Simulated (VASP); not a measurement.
Here is a VASP 6.6.1 calculation.

INCAR

```
SYSTEM = Si7H4Cl
PREC = Accurate ; ENCUT = 400
EDIFF = 1E-6 ; ISMEAR = -1
SIGMA = 0.02 ; LREAL = Auto
LASPH = .True. ; NELM = 200
ALGO = Normal ; ISIF = 2
LWAVE = .False. ; LCHARG = .False.
ISPIN = 2 ; MAGMOM = 0 0 0 0 0 0 0 0 0 0 0 0 0 0 0 0 0 0 0 0 0 0 0 0 0 0 0 0 0 0 0 0 0 0 0 0
LORBIT = 11 ; GGA = PS
NBANDS = 86 ; GGA_COMPAT = .False.
NELMDL = -8
```

File KPOINTS:

```
Automatic mesh
0
Gamma
  2 2 1
  0 0 0
```

File POSCAR:

```
Si7H4Cl
1.0
    7.6791800000      0.0000000000      0.0000000000
    0.0000000000      7.6791800000      0.0000000000
    0.0000000000      0.0000000000     21.2197350000
H Si Cl
12 21 3
Direct
    0.4093920184      0.0000000000      0.0471259420
    0.0906079816      0.0000000000      0.0471259420
    0.9093920184      0.0000000000      0.0471259420
    0.5906079816      0.0000000000      0.0471259420
    0.4093920184      0.5000000000      0.0471259420
    0.0906079816      0.5000000000      0.0471259420
    0.9093920184      0.5000000000      0.0471259420
    0.5906079816      0.5000000000      0.0471259420
    0.9546783641      0.3402696642      0.5642123712
    1.0223029021      0.6513903828      0.5651146916
    0.7215091976      0.5539140898      0.5774171072
    0.9310939449      0.5064677479      0.6618793779
    0.2500000000      0.0000000000      0.0879134447
    0.7500000000      0.0000000000      0.0879134447
    0.2500000000      0.5000000000      0.0879134447
    0.7500000000      0.5000000000      0.0879134447
    0.2497615631      0.2491473048      0.1494393780
    0.7498919155      0.2505801401      0.1492668971
    0.2499496040      0.7502211174      0.1532412634
    0.7499680956      0.7498325342      0.1526473823
   -0.0001282689      0.2485438549      0.2109344909
    0.4997256217      0.2484497043      0.2108322748
   -0.0013264437      0.7478543282      0.2180013087
    0.5012255215      0.7478116153      0.2179762848
   -0.0050030081      0.0051845379      0.2782958882
    0.5050577015      0.0052001646      0.2782237384
   -0.0027398759      0.4898562086      0.2781633230
    0.5025587367      0.4896926495      0.2780495609
    0.2500618556      0.1120283676      0.3165414648
    0.7499886707      0.0944572207      0.3360382210
    0.2499371027      0.4133204327      0.3324779504
    0.7498070106      0.4084980428      0.3346499379
    0.9075139533      0.5127556588      0.5919116803
    0.7498001089      0.0102802643      0.4285445129
    0.2491366266      0.4938520780      0.4255632787
    0.7475141877      0.5000713618      0.4262738437
```

Potentials or basis: VASP PAW PBE potentials, release 64 (H, Si, Cl).

Run with:

```bash
$ cat potpaw_PBE.64/H/POTCAR potpaw_PBE.64/Si/POTCAR potpaw_PBE.64/Cl/POTCAR > POTCAR
$ mpirun -np 1 vasp_std > vasp.out
```

(1) Estimate the net moment.

(2) Estimate the largest force.

Answers

(1) 0.00 μB per cell.

(2) 0.497 eV/Å.

Caveat: the k points lie up to 0.41 Å⁻¹ apart; the PAW data sets were made with another functional, which shifts forces and pressure a little.
